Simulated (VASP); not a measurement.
Crystal: PbF2.

```
CELL_PARAMETERS angstrom
6.02406 0.00000 0.00000
0.00000 3.00205 3.01128
0.00000 -3.00205 3.01128
ATOMIC_POSITIONS crystal
Pb 0.50000 0.97748 0.97748
Pb 0.00000 0.47748 0.47748
F 0.76477 0.97361 0.45867
F 0.23523 0.45867 0.97361
F 0.73523 0.47361 0.95867
F 0.26477 0.95867 0.47361
```

```yaml
Program: VASP 6.6.1
Task: relaxation of cell and atoms
Functional: PBE
Potentials_or_basis: VASP PAW PBE potentials, release 64 (Pb_d, F)
Cutoff: 600 eV
k_mesh: 4 × 6 × 6
Occupations: gaussian, width 0.02 eV
Spin: no spin polarisation
```

At the start: pressure -0.5 GPa; volume 18.15 Å³/atom.

Q: How do energy, volume and symmetry change on relaxing?

A: Over 18 steps the energy falls by 3.2 meV/atom and the volume is 17.94 Å³/atom (-1.2 %); space group Fm-3m (No. 225, to 0.05 Å).

The path:
```csv
step,energy change (eV),largest force (eV/Å),pressure (GPa),volume (Å³)
1,0.0000,0.0656,-0.48,108.92
2,-0.0023,0.0697,0.01,108.07
3,-0.0025,0.0714,0.23,107.71
4,-0.0044,0.0683,0.22,107.67
5,-0.0093,0.0589,0.22,107.54
6,-0.0155,0.0359,0.28,107.27
7,-0.0072,0.0847,0.67,106.75
8,-0.0164,0.0269,0.32,107.17
9,-0.0144,0.0160,-0.86,109.11
10,-0.0176,0.0220,-0.13,107.89
11,-0.0184,0.0178,-0.04,107.72
12,-0.0184,0.0171,-0.02,107.69
13,-0.0187,0.0144,0.08,107.52
14,-0.0189,0.0112,0.19,107.34
15,-0.0190,0.0103,0.16,107.38
16,-0.0192,0.0078,0.09,107.50
17,-0.0192,0.0041,-0.06,107.73
18,-0.0193,0.0051,-0.01,107.65
```

Final structure:
```
Pb F
1.0
     5.98879    0.00000    0.00000
     0.00000    3.00054    2.99522
     0.00000   -3.00054    2.99522
Pb F
2 4
Direct
  0.50000 0.97009 0.97009
  0.00000 0.47009 0.47009
  0.75096 0.96951 0.47016
  0.24904 0.47016 0.96951
  0.74904 0.46951 0.97016
  0.25096 0.97016 0.46951
```
